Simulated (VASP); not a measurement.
ZrC, 2 atoms in the cell. It takes space group F-43m (No. 216, cubic). The conventional cell has a = 5.091 Å, b = 5.091 Å, c = 5.091 Å, α = 90.00°, β = 90.00°, γ = 90.00°. Zr (site symmetry -43m) has 4 C at 2.20 Å within 2.9 Å. Within 2.9 Å of C (site symmetry -43m) lie 4 Zr at 2.20 Å. 

* Program: VASP 6.6.1
* Task: single point
* Functional: r2SCAN-based global hybrid with 35 % exact exchange
* Potentials or basis: VASP PAW PBE potentials, release 64 (Zr_sv, C)
* Cutoff: 520 eV
* k mesh: 5 × 5 × 5
* Occupations: fermi-dirac, width 0.05 eV
* Spin: no spin polarisation
* Dipole correction: no
* Grid for exact exchange (PRECFOCK): Normal
* Share of exact exchange: 0.35
* Further INCAR settings: ALGO = Normal; EDIFF = 1e-06; NBANDS = 15

Potentials or basis: VASP PAW PBE potentials, release 64 (Zr_sv, C).

Run with:

```bash
$ cat potpaw_PBE.64/Zr_sv/POTCAR potpaw_PBE.64/C/POTCAR > POTCAR
$ cp INCAR.step1 INCAR
$ mpirun -np 1 vasp_std > vasp.out
$ cp INCAR.step2 INCAR
$ mpirun -np 1 vasp_std > vasp.out
```

Hardware: 1 thread of Intel Xeon 8259CL (shared host).

Question: How long does it take, and how much memory?

Answer: Run time: 28 min on 1 thread of Intel Xeon 8259CL, with other jobs on the host, peak memory 0.18 GiB. Counts: k points 10.
